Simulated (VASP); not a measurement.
Here is a VASP 6.6.1 calculation.

INCAR

```
PREC = Accurate
ENCUT = 520
EDIFF = 1E-7
ISMEAR = 0
SIGMA = 0.1
LREAL = False
LASPH = True
NELM = 100
ALGO = Fast
ISIF = 2
LWAVE = False
LCHARG = True
GGA = PE
LELF = True
LVHAR = True
NBANDS = 54
```

KPOINTS

```
Automatic mesh
0
Gamma
  4 4 4
```

File POSCAR:

```
Tl3Hg3Mo
1.0
    6.1197126200      0.0000000000      0.0000000000
    0.0000000000      6.1197126200      0.0000000000
    0.0000000000      0.0000000000      6.1197126200
Tl Hg Mo
3 3 1
Direct
    0.0000000000      0.5000000000      0.5000000000
    0.5000000000      0.0000000000      0.5000000000
    0.5000000000      0.5000000000      0.0000000000
    0.5000000000      0.0000000000      0.0000000000
    0.0000000000      0.5000000000      0.0000000000
    0.0000000000      0.0000000000      0.5000000000
    0.5000000000      0.5000000000      0.5000000000
```

Potentials or basis: VASP PAW PBE potentials, release 64 (Tl_d, Hg, Mo_sv).

The run is started by

```console
$ cat potpaw_PBE.64/Tl_d/POTCAR potpaw_PBE.64/Hg/POTCAR potpaw_PBE.64/Mo_sv/POTCAR > POTCAR
$ mpirun -np 1 vasp_std > vasp.out
```

Q: Predict the band gap on the k mesh.

A: Zero (an odd number of electrons rules out a gap without spin polarisation).

Q: Estimate the pressure.

A: -1.5 GPa.

Caveat: spin-orbit coupling is left out, which moves the levels of the heavy elements.
